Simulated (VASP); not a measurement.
Wanted: the native input for a VASP 6.6.1 run.

```
Task                            : G0W0 quasiparticle levels
Functional                      : PBE
Potentials or basis             : VASP PAW PBE potentials, release 64 (Pb_d_GW, S_GW)
Cutoff                          : 500 eV
k mesh                          : 4 × 4 × 4
Occupations                     : gaussian, width 0.01 eV
Spin                            : no spin polarisation
Dipole correction               : no
GW scheme                       : G0W0
GW iterations                   : 1
Cutoff of the response function : 150
Frequency points                : 96
Empty bands                     : 226
Further INCAR settings          : ALGO = EVGW0; EDIFF = 1e-08; NBANDS = 237
```

Crystal: PbS.

```
Pb S
1.0
     0.00000    3.01711    2.97951
     3.01711    0.00000    2.97951
     3.01711    3.01711    0.00000
Pb S
1 1
Direct
  0.00000 0.00000 0.00000
  0.50000 0.50000 0.50000
```

These files were run (other wordings do the same):

POSCAR

```
PbS
1.0
    0.0000000000      3.0171050180      2.9795134104
    3.0171050180      0.0000000000      2.9795134104
    3.0171050180      3.0171050180      0.0000000000
Pb S
1 1
Direct
    0.0000000000      0.0000000000      0.0000000000
    0.5000000000      0.5000000000      0.5000000000
```

INCAR.step1

```
ALGO     = Normal         # electronic algorithm
EDIFF    = 1E-8           # SCF threshold, eV
ENCUT    = 500            # plane-wave cutoff, eV
GGA      = PE             # functional
ISMEAR   = 0              # smearing method
LASPH    = T              # aspherical terms in the spheres
LCHARG   = F              # write CHGCAR
LREAL    = F              # projectors in reciprocal space
LWAVE    = T              # write WAVECAR
NELM     = 100            # most SCF steps
PREC     = Accurate       # precision mode
SIGMA    = 0.01           # smearing width, eV
```

INCAR.step2

```
ALGO     = Exact          # electronic algorithm
EDIFF    = 1E-8           # SCF threshold, eV
ENCUT    = 500            # plane-wave cutoff, eV
GGA      = PE             # functional
ISMEAR   = 0              # smearing method
ISTART   = 1            
LASPH    = T              # aspherical terms in the spheres
LCHARG   = F              # write CHGCAR
LOPTICS  = T              # frequency-dependent dielectric function
LREAL    = F              # projectors in reciprocal space
LWAVE    = T              # write WAVECAR
NBANDS   = 237            # bands
NELM     = 1              # most SCF steps
PREC     = Accurate       # precision mode
SIGMA    = 0.01           # smearing width, eV
```

INCAR.step3

```
ALGO     = EVGW0          # electronic algorithm
EDIFF    = 1E-8           # SCF threshold, eV
ENCUT    = 500            # plane-wave cutoff, eV
ENCUTGW  = 150.0          # cutoff of the response function
GGA      = PE             # functional
ISMEAR   = 0              # smearing method
ISTART   = 1            
LASPH    = T              # aspherical terms in the spheres
LCHARG   = F              # write CHGCAR
LREAL    = F              # projectors in reciprocal space
LWAVE    = F              # write WAVECAR
NBANDS   = 237            # bands
NBANDSGW = 19           
NELMGW   = 1            
NOMEGA   = 96             # frequency points
OMEGAMAX = 20           
PREC     = Accurate       # precision mode
PRECFOCK = Fast         
SIGMA    = 0.01           # smearing width, eV
```

KPOINTS

```
k-points
0
Gamma
  4 4 4
```

Potentials or basis: VASP PAW PBE potentials, release 64 (Pb_d_GW, S_GW).

The run is started by

```sh
$ cat potpaw_PBE.64/Pb_d_GW/POTCAR potpaw_PBE.64/S_GW/POTCAR > POTCAR
$ cp INCAR.step1 INCAR
$ mpirun -np 1 vasp_std > vasp.out
$ cp INCAR.step2 INCAR
$ mpirun -np 1 vasp_std > vasp.out
$ cp INCAR.step3 INCAR
$ mpirun -np 1 vasp_std > vasp.out
```

Results of the run:

```
Quasiparticle gap                                   : 0.82 eV
Least direct quasiparticle gap                      : 0.82 eV
Band gap of the starting levels on the mesh         : 0.49 eV
Least direct gap of the starting levels on the mesh : 0.49 eV
```

Caveat: the k points lie up to 0.45 Å⁻¹ apart; bands, screening cutoff and mesh are small and nothing is extrapolated, so the quasiparticle values aren't converged; spin-orbit coupling is left out, which moves the levels of the heavy elements.

It took 28 min on 1 thread of Intel(R) Xeon(R) Platinum 8259CL CPU @ 2.50GHz (Skylake/Cascade Lake), with other jobs on the host, peak memory 0.74 GiB.
